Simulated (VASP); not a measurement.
A run of VASP 6.6.1:

Contents of INCAR:

```
PREC     = Accurate       # precision mode
ENCUT    = 520            # plane-wave cutoff, eV
EDIFF    = 1E-7           # SCF threshold, eV
ISMEAR   = -1             # smearing method
SIGMA    = 0.05           # smearing width, eV
LREAL    = F              # projectors in reciprocal space
LASPH    = T              # aspherical terms in the spheres
NELM     = 100            # most SCF steps
ALGO     = Normal         # electronic algorithm
ISIF     = 2              # what is computed and relaxed
LWAVE    = F              # write WAVECAR
LCHARG   = F              # write CHGCAR
GGA      = CA             # functional
NBANDS   = 29             # bands
```

The input KPOINTS:

```
Automatic mesh
0
Gamma
  10 10 4
```

The input POSCAR:

```
Ti3Se
1.0
    3.2186213523      0.0000000000      0.0000000000
   -1.6093106762      2.7874078563      0.0000000000
    0.0000000000      0.0000000000      7.9953474932
Se Ti
1 3
Direct
    0.0000000000      0.0000000000      0.0000000000
    0.6666666667      0.3333333333      0.5000000000
    0.3333333333      0.6666666667      0.7729020000
    0.3333333333      0.6666666667      0.2270980000
```

Potentials or basis: VASP PAW LDA potentials, release 64 (Se, Ti_sv).

Command:

```sh
$ cat potpaw_LDA.64/Se/POTCAR potpaw_LDA.64/Ti_sv/POTCAR > POTCAR
$ mpirun -np 1 vasp_std > vasp.out
```

Hardware: 1 thread of Intel Xeon 8259CL, on a shared host.

Q: How long does it take, and how much memory?

A: It took 2.6 min on 1 thread of Intel Xeon 8259CL, with other jobs on the host, peak memory 0.2 GiB. Counts: scf iterations 17, k points 42.
